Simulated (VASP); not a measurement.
A run of VASP 6.6.1 is set up as follows.

File INCAR:

```
SYSTEM = GaSb
PREC = Accurate
ENCUT = 520
EDIFF = 1E-6
ISMEAR = 0
SIGMA = 0.15
LREAL = .False.
LASPH = .True.
NELM = 100
ALGO = Normal
ISIF = 2
LWAVE = .False.
LCHARG = .False.
GGA = PE
NBANDS = 16
```

File KPOINTS:

```
Automatic mesh
0
Gamma
  14 14 14
  0 0 0
```

Contents of POSCAR:

```
GaSb
1.0
    0.0000000000      3.0742950000      3.0590000000
    3.0590000000      0.0000000000      3.0590000000
    3.0590000000      3.0742950000      0.0000000000
Ga Sb
1 1
Direct
    0.0000000000      0.0000000000      0.0000000000
    0.7500000000      0.7500000000      0.7500000000
```

Potentials or basis: VASP PAW PBE potentials, release 64 (Ga_d, Sb).

Run with:

```console
$ cat potpaw_PBE.64/Ga_d/POTCAR potpaw_PBE.64/Sb/POTCAR > POTCAR
$ mpirun -np 1 vasp_std > vasp.out
```

Q: What does it give for the pressure?

A: 2.1 GPa.

Q: What does it give for the band gap on the k mesh?

A: Zero (filled and empty bands touch).

Stress tensor (GPa, compression positive):
```
2.20 0.00 0.00
0.00 1.98 0.00
0.00 0.00 2.20
```

Caveat: the cell differs from its parent crystal (strain +0.0050 x Voigt [0, 1, 0, 0, 0, 0]); spin-orbit coupling is left out, which moves the levels of the heavy elements.
